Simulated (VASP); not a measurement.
# Sn3TeO2 (P-6m2) in VASP: further runs

The runs below take Sn3TeO2 through single point, relaxation of cell and atoms, with PBE.

Everything below comes from runs of VASP 6.6.1. Logs are shortened: lines on timing, memory, paths and dates and some standing lists are left out, and cuts for length are marked.

### Step 1. The cell of the first run

The structure is hexagonal, space group P-6m2 (No. 187). Conventional cell: a = 4.851 Å, b = 4.851 Å, c = 6.393 Å, α = 90.00°, β = 90.00°, γ = 120.00°. Within 3.7 Å of Sn (site symmetry -6m2) lie 3 Sn at 2.80 Å and 6 O at 3.14 Å and 2 Te at 3.20 Å. Sn (site symmetry -6m2) has 3 Te at 2.80 Å and 2 Sn at 3.20 Å and 6 O at 3.31 Å within 3.7 Å. Within 3.7 Å of Sn (site symmetry -6m2) lie 5 Sn at 2.80 to 3.20 Å and 6 O at 3.14 Å. Within 3.7 Å of Te (site symmetry -6m2) lie 5 Sn at 2.80 to 3.20 Å and 6 O at 3.31 Å. Within 3.8 Å of O (site symmetry 3m) lie 2 O at 2.85 to 3.54 Å and 9 Sn at 3.14 to 3.31 Å and 3 Te at 3.31 Å.

The cell was generated, and may not be a known phase.

### Step 2. Single point, PBE

Contents of INCAR:

```
SYSTEM = Sn3TeO2
PREC = Accurate ; ENCUT = 520
EDIFF = 1E-6 ; ISMEAR = 0
SIGMA = 0.1 ; LREAL = .False.
LASPH = .True. ; NELM = 100
ALGO = Normal ; ISIF = 2
LWAVE = .False. ; LCHARG = .False.
GGA = PE ; NBANDS = 39
```

Contents of KPOINTS:

```
regular mesh
0
Gamma
  6 6 2
  0 0 0
```

Contents of POSCAR:

```
Sn3TeO2
1.0
    4.8510678386      0.0000000000      0.0000000000
   -2.4255339193      4.2011479837      0.0000000000
    0.0000000000      0.0000000000      6.3930904812
Sn Te O
3 1 2
Direct
    0.0000000000      0.0000000000      0.5000000000
    0.3333333333      0.6666666667      0.0000000000
    0.3333333333      0.6666666667      0.5000000000
    0.0000000000      0.0000000000      0.0000000000
    0.6666666667      0.3333333333      0.2772415464
    0.6666666667      0.3333333333      0.7227584536
```

Potentials or basis: VASP PAW PBE potentials, release 64 (Sn_d, Te, O).

Command:

```bash
cat potpaw_PBE.64/Sn_d/POTCAR potpaw_PBE.64/Te/POTCAR potpaw_PBE.64/O/POTCAR > POTCAR
mpirun -np 1 vasp_std > vasp.out
```

OUTCAR:

```text
SYSTEM = Sn3TeO2
   PREC = Accurate
   ENCUT = 520
   EDIFF = 1E-6
   ISMEAR = 0
   LREAL = .False.
   LASPH = .True.
   NELM = 100
   ISIF = 2
   GGA = PE

 ion  position               nearest neighbor table
   1  0.000  0.000  0.500-   3 2.80   3 2.80   3 2.80   4 3.20   4 3.20
   2  0.333  0.667  0.000-   4 2.80   4 2.80   4 2.80   3 3.20   3 3.20
   3  0.333  0.667  0.500-   1 2.80   1 2.80   1 2.80   2 3.20   2 3.20
   4  0.000  0.000  0.000-   2 2.80   2 2.80   2 2.80   1 3.20   1 3.20
   5  0.667  0.333  0.277-
   6  0.667  0.333  0.723-

  LATTYP: Found a hexagonal cell.
 ALAT       =     4.8510678386
 C/A-ratio  =     1.3178728259

  Lattice vectors:

 A1 = (   4.8510678386,   0.0000000000,   0.0000000000)
 A2 = (  -2.4255339193,   4.2011479837,   0.0000000000)
 A3 = (   0.0000000000,   0.0000000000,   6.3930904812)

Analysis of symmetry for initial positions (statically):
=====================================================================
 Subroutine PRICEL returns:
 Original cell was already a primitive cell.

 Routine SETGRP: Setting up the symmetry group for a
 hexagonal supercell.

 Subroutine GETGRP returns: Found 12 space group operations
 (whereof 12 operations were pure point group operations)
 out of a pool of 24 trial point group operations.

The static configuration has the point symmetry D_3h.

Analysis of symmetry for dynamics (positions and initial velocities):
=====================================================================
 Subroutine PRICEL returns:
 Original cell was already a primitive cell.

 Routine SETGRP: Setting up the symmetry group for a
 hexagonal supercell.

 Subroutine GETGRP returns: Found 12 space group operations
 (whereof 12 operations were pure point group operations)
 out of a pool of 24 trial point group operations.

The dynamic configuration has the point symmetry D_3h.

 Subroutine INISYM returns: Found 12 space group operations
 (whereof 12 operations are pure point group operations),
 and found     1 'primitive' translations

----------------------------------------------------------------------------------------

                                     Primitive cell

  volume of cell :     130.2915

  direct lattice vectors                    reciprocal lattice vectors
     4.851067839  0.000000000  0.000000000     0.206140181  0.119015089  0.000000000
    -2.425533919  4.201147984  0.000000000     0.000000000  0.238030177  0.000000000
     0.000000000  0.000000000  6.393090481     0.000000000  0.000000000  0.156418872

  length of vectors
     4.851067839  4.851067839  6.393090481     0.238030177  0.238030177  0.156418872

  position of ions in fractional coordinates (direct lattice)
     0.000000000  0.000000000  0.500000000
     0.333333333  0.666666667  0.000000000
     0.333333333  0.666666667  0.500000000
     0.000000000  0.000000000  0.000000000
     0.666666667  0.333333333  0.277241546
     0.666666667  0.333333333  0.722758454

  ion indices of the primitive-cell ions
   primitive index   ion index
                 1           1
                 2           2
                 3           3
                 4           4
                 5           5
                 6           6

----------------------------------------------------------------------------------------

 KPOINTS: regular mesh

Automatic generation of k-mesh.
 Grid dimensions read from file:
 generate k-points for:    6    6    2

 Generating k-lattice:

  Cartesian coordinates                     Fractional coordinates (reciprocal lattice)
     0.034356697  0.019835848  0.000000000     0.166666667  0.000000000  0.000000000
     0.000000000  0.039671696  0.000000000     0.000000000  0.166666667  0.000000000
     0.000000000  0.000000000  0.078209436     0.000000000  0.000000000  0.500000000

  Length of vectors
     0.039671696  0.039671696  0.078209436

  Shift w.r.t. Gamma in fractional coordinates (k-lattice)
     0.000000000  0.000000000  0.000000000

 Subroutine IBZKPT returns following result:
 ===========================================

 Found     14 irreducible k-points:

 Following reciprocal coordinates:
            Coordinates               Weight
  0.000000  0.000000  0.000000      1.000000
  0.166667 -0.000000  0.000000      6.000000
  0.333333  0.000000  0.000000      6.000000
  0.500000  0.000000  0.000000      3.000000
  0.166667  0.166667  0.000000      6.000000
  0.333333  0.166667  0.000000     12.000000
  0.333333  0.333333  0.000000      2.000000
  0.000000  0.000000  0.500000      1.000000
  0.166667 -0.000000  0.500000      6.000000
  0.333333  0.000000  0.500000      6.000000
  0.500000  0.000000  0.500000      3.000000
  0.166667  0.166667  0.500000      6.000000
  0.333333  0.166667  0.500000     12.000000
  0.333333  0.333333  0.500000      2.000000
   k-points           NKPTS =     14   k-points in BZ     NKDIM =     14   number of bands    NBANDS=     39
   number of dos      NEDOS =    301   number of ions     NIONS =      6
   total plane-waves  NPLWV =  62208
   dimension x,y,z NGX =    36 NGY =   36 NGZ =   48
   dimension x,y,z NGXF=    72 NGYF=   72 NGZF=   96
   ions per type =               3   1   2
   NGX,Y,Z   is equivalent  to a cutoff of  12.34, 12.34, 12.48 a.u.
   NGXF,Y,Z  is equivalent  to a cutoff of  24.67, 24.67, 24.96 a.u.
 SYSTEM =  Sn3TeO2
   PREC   = accura    normal or accurate (medium, high low for compatibility)
   ISTART =      0    job   : 0-new  1-cont  2-samecut
   ICHARG =      2    charge: 1-file 2-atom 10-const
   ISPIN  =      1    spin polarized calculation?
   LNONCOLLINEAR =      F non collinear calculations
   LSORBIT =      F    spin-orbit coupling
   LASPH  =      T    aspherical Exc in radial PAW
   ENCUT  =  520.0 eV  38.22 Ry    6.18 a.u.   9.02  9.02 11.89*2*pi/ulx,y,z
   NELM   =    100;   NELMIN=  2; NELMDL= -5     # of ELM steps
   EDIFF  = 0.1E-05   stopping-criterion for ELM
   LREAL  =      F    real-space projection
   EDIFFG = 0.1E-04   stopping-criterion for IOM
   NSW    =      0    number of steps for IOM
   IBRION =     -1    ionic relax: 0-MD 1-quasi-New 2-CG
   NFREE  =      0    steps in history (QN), initial steepest desc. (CG)
   ISIF   =      2    stress and relaxation
   ISYM   =      2    0-nonsym 1-usesym 2-fastsym
   POTIM  = 0.5000    time-step for ionic-motion
   TEBEG  =    0.0;   TEEND  =   0.0 temperature during run
   PSTRESS=    0.0 pullay stress
   NELECT =      60.0000    total number of electrons
   NUPDOWN=      -1.0000    fix difference up-down
   EMIN   =  10.00;   EMAX   =-10.00  energy-range for DOS
   EFERMI =   0.00;   METHOD = LEGACY
   ISMEAR =     0;   SIGMA  =   0.10  broadening in eV -4-tet -1-fermi 0-gaus
   EFERMI_NEDOS =   21; number of points for ismear=-14 and -15
   IALGO  =     38    algorithm
   IMIX   =      4    mixing-type and parameters
     AMIX     =   0.40;   BMIX     =  1.00
     AMIX_MAG =   1.60;   BMIX_MAG =  1.00
  volume/ion in A,a.u.               =      21.72       146.54
  Fermi-wavevector in a.u.,A,eV,Ry     =   1.264212  2.389014 21.745261  1.598232
  Thomas-Fermi vector in A             =   2.397529
   LORBIT       =      0    0 simple, 1 ext, 2 COOP (PROOUT), +10 PAW based schemes
   GGA     = PE    functional components
   LHFCALC =     F    Hartree Fock is set to
   AEXX    =    0.0000 exact exchange contribution
   IVDW    =     0    specifies the selected vdW correction
   LEPSILON=     F    determine dielectric tensor
   LRPA    =     F    only Hartree local field effects (RPA)
 non-spin polarized calculation
 Gauss-broadening in eV      SIGMA  =   0.10
  energy-cutoff  :      520.00
  volume of cell :      130.29
 maximum number of plane-waves:      3525
   NGX = 19   NGY = 19   NGZ = 23

 number of electron      59.9999993 magnetization

 Free energy of the ion-electron system (eV)
  ---------------------------------------------------
  ext. energy  EPLUGINS =         0.00000000
  ---------------------------------------------------
  free energy    TOTEN  =       -22.13940382 eV

  energy without entropy =      -22.11154371  energy(sigma->0) =      -22.12547376

 E-fermi :   6.1419     XC(G=0): -10.1798

 val. band max:        6.1349275369   @ k =   0.3333   0.0000   0.0000
 cond. band min:       6.1943687864   @ k =   0.3333   0.0000   0.5000
 fundamental gap:      0.0594412495
 Fermi energy:         6.1418685776

 k-point     1 :       0.0000    0.0000    0.0000
  band No.  band energies     occupation
      1     -15.4836      2.00000
      2     -15.4019      2.00000
      3     -15.4019      2.00000
      4     -15.3757      2.00000
      5     -15.3757      2.00000
      6     -15.3616      2.00000
[... 31 lines left out ...]
     38      11.3748      0.00000
     39      11.9852      0.00000

 k-point     2 :       0.1667   -0.0000    0.0000
  band No.  band energies     occupation
      1     -15.4820      2.00000
      2     -15.4037      2.00000
      3     -15.4001      2.00000
      4     -15.3764      2.00000
      5     -15.3755      2.00000
      6     -15.3739      2.00000
[... 31 lines left out ...]
     38      11.7572      0.00000
     39      12.0992      0.00000

 k-point     3 :       0.3333    0.0000    0.0000
  band No.  band energies     occupation
      1     -15.4802      2.00000
      2     -15.4157      2.00000
      3     -15.4065      2.00000
      4     -15.4064      2.00000
      5     -15.3946      2.00000
      6     -15.3778      2.00000
[... 31 lines left out ...]
     38      12.7585      0.00000
     39      12.9284      0.00000

 k-point     4 :       0.5000    0.0000    0.0000
  band No.  band energies     occupation
      1     -15.4811      2.00000
      2     -15.4335      2.00000
      3     -15.4275      2.00000
      4     -15.4083      2.00000
      5     -15.3936      2.00000
      6     -15.3786      2.00000
[... 31 lines left out ...]
     38      13.0168      0.00000
     39      13.5504      0.00000
[... 334 lines left out ...]
     38      11.1091      0.00000
     39      12.6196      0.00000

 k-point    13 :       0.3333    0.1667    0.5000
  band No.  band energies     occupation
      1     -15.4679      2.00000
      2     -15.4115      2.00000
      3     -15.4039      2.00000
      4     -15.4007      2.00000
      5     -15.3941      2.00000
      6     -15.3703      2.00000
[... 31 lines left out ...]
     38      12.4229      0.00000
     39      13.7026      0.00000

 k-point    14 :       0.3333    0.3333    0.5000
  band No.  band energies     occupation
      1     -15.4892      2.00000
      2     -15.4075      2.00000
      3     -15.4073      2.00000
      4     -15.3949      2.00000
      5     -15.3933      2.00000
      6     -15.3686      2.00000
[... 31 lines left out ...]
     38      13.4357      0.00000
     39      13.5370      0.00000

------------------------ aborting loop because EDIFF is reached ----------------------------------------

  FORCE on cell =-STRESS in cart. coord.  units (eV):
  Direction    XX          YY          ZZ          XY          YZ          ZX
  --------------------------------------------------------------------------------------
  -------------------------------------------------------------------------------------
  Total       -0.0005512     -0.0005512     -0.1432497      0.0000000     -0.0000000     -0.0000000
  in kB       -0.0067778     -0.0067778     -1.7615223      0.0000000     -0.0000000     -0.0000000
  external PRESSURE =      -0.5916926 kB  Pullay stress =       0.0000000 kB

 VOLUME and BASIS-vectors are now :
 -----------------------------------------------------------------------------
  energy-cutoff  :      520.00
  volume of cell :      130.29
      direct lattice vectors                 reciprocal lattice vectors
     4.851067839  0.000000000  0.000000000     0.206140181  0.119015089  0.000000000
    -2.425533919  4.201147984  0.000000000     0.000000000  0.238030177  0.000000000
     0.000000000  0.000000000  6.393090481     0.000000000  0.000000000  0.156418872

 POSITION                                       TOTAL-FORCE (eV/Angst)
 -----------------------------------------------------------------------------------
      0.00000      0.00000      3.19655        -0.000000      0.000000      0.000000
     -0.00000      2.80077      0.00000         0.000000      0.000000      0.000000
     -0.00000      2.80077      3.19655        -0.000000      0.000000      0.000000
      0.00000      0.00000      0.00000        -0.000000      0.000000      0.000000
      2.42553      1.40038      1.77243         0.000000     -0.000000      0.007237
      2.42553      1.40038      4.62066         0.000000      0.000000     -0.007237
 -----------------------------------------------------------------------------------
    total drift:                                0.000000     -0.000000     -0.000000

  FREE ENERGIE OF THE ION-ELECTRON SYSTEM (eV)
  ---------------------------------------------------
  free  energy   TOTEN  =       -22.1394038183 eV

  energy  without entropy=      -22.1115437086  energy(sigma->0) =      -22.12547376
```

Run time: 2.7 min. Hardware: 1 thread of Oxide Virtual Turin-like, shared host; peak memory 0.23 GiB.

What came out:

| Property | Result |
| --- | --- |
| Free energy | -22.1394 eV |
| Pressure | -0.1 GPa |
| Largest force | 0.007 eV/Å |
| Band gap on the k mesh | zero (bands 30 and 31 overlap by 1.33 eV) |

Forces on the atoms (eV/Å):
```
Sn   0.000  0.000  0.000
Sn   0.000  0.000  0.000
Sn   0.000  0.000  0.000
Te   0.000  0.000  0.000
O    0.000  0.000  0.007
O    0.000  0.000 -0.007
```

Levels at points of the mesh, in eV from the Fermi level:
```tsv
k point	band 27	band 28	band 29	band 30	band 31	band 32	band 33	band 34
(0.00, 0.00, 0.00)	-1.16	-1.16	-0.97	-0.38	-0.38	-0.24	0.25	3.08
(0.50, 0.00, 0.00)	-1.28	-0.64	-0.28	-0.11	0.20	0.47	3.13	4.66
(0.00, 0.00, 0.50)	-1.48	-1.48	-1.08	-0.83	-0.83	-0.16	0.31	3.14
(0.50, 0.00, 0.50)	-1.22	-0.63	-0.20	0.51	0.67	1.55	1.70	2.32
```

Caveat: the k points lie up to 0.49 Å⁻¹ apart, too coarse for converged energies and pressures of a metal; spin-orbit coupling is left out, which moves the levels of the heavy elements.

[end of part 1 of 3]

The gap in the log of VASP goes by the Fermi energy; the results here count the filled bands.